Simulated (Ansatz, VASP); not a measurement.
# Pt in VASP and in Ansatz

```
Pt
1.0
     2.76067    0.00000    0.00000
    -1.38033    2.39081    0.00000
     0.00000    0.00000    4.98382
Pt
2
Direct
  0.66667 0.33333 0.75000
  0.33333 0.66667 0.25000
```

Change from the starting cell: strain +0.000 along x and y, +0.040 along z, atoms carried along.

Alike in both runs: task single point; functional r2SCAN; k mesh 18 × 18 × 10; occupations gaussian, width 0.15 eV; no spin polarisation.

|  | VASP | Ansatz |
| --- | --- | --- |
| version | VASP 6.6.1 | Ansatz 0.2.0 |
| potentials or method | VASP PAW PBE potentials, release 64 (Pt_sv_GW), cutoff 630 eV | scalar-relativistic, plane waves, PAW |
| valence electrons in the cell | 36 | 36 |

```csv
,VASP,Ansatz,Ansatz less VASP
gap on the k mesh at the Fermi level (eV),none,none,-
pressure (GPa),-13.9,-13.3,+0.64
"traceless stress, the component that is largest in VASP (GPa)",-2.10,-2.14,-0.047
```

VASP's potentials were made for PBE, not for r2SCAN. A gap of «none» marks a metal or a gap that the smearing closes.

Neither program's run includes spin-orbit coupling.
